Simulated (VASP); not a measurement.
Ta, 1 atom in the cell. It takes space group Im-3m (No. 229, cubic). Conventional cell: a = 2.545 Å, b = 2.545 Å, c = 2.545 Å, α = 90.00°, β = 90.00°, γ = 90.00°. Ta (site symmetry m-3m) has 14 Ta at 2.20 to 2.54 Å within 2.9 Å.  This cell differs from its parent crystal: volume scaled by 0.45.

| Property | Result |
| --- | --- |
| Program | VASP 6.6.1 |
| Task | density of states |
| Functional | PBE |
| Potentials or basis | VASP PAW PBE potentials, release 64 (Ta_pv) |
| Cutoff | 520 eV |
| k mesh | 16 × 16 × 16 |
| Occupations | fermi-dirac, width 0.05 eV |
| Spin | no spin polarisation |
| Dipole correction | no |
| k mesh for the DOS | 24 × 24 × 24 |
| Occupations for the DOS | tetrahedron |
| Further INCAR settings | ALGO = Normal; EDIFF = 1e-06; NBANDS = 12 |

Potentials or basis: VASP PAW PBE potentials, release 64 (Ta_pv).

The run is started by

```sh
$ cat potpaw_PBE.64/Ta_pv/POTCAR > POTCAR
$ cp INCAR.step1 INCAR
$ cp KPOINTS.step1 KPOINTS
$ mpirun -np 1 vasp_std > vasp.out
$ cp INCAR.step2 INCAR
$ cp KPOINTS.step2 KPOINTS
$ mpirun -np 1 vasp_std > vasp.out
```

Hardware: 1 thread of Intel Xeon 8259CL, with other jobs on the host.

Task: How long does it take, and how much memory?

Result: It took 42 s on 1 thread of Intel Xeon 8259CL, on a shared host, peak memory 0.18 GiB. Counts: k points 413.
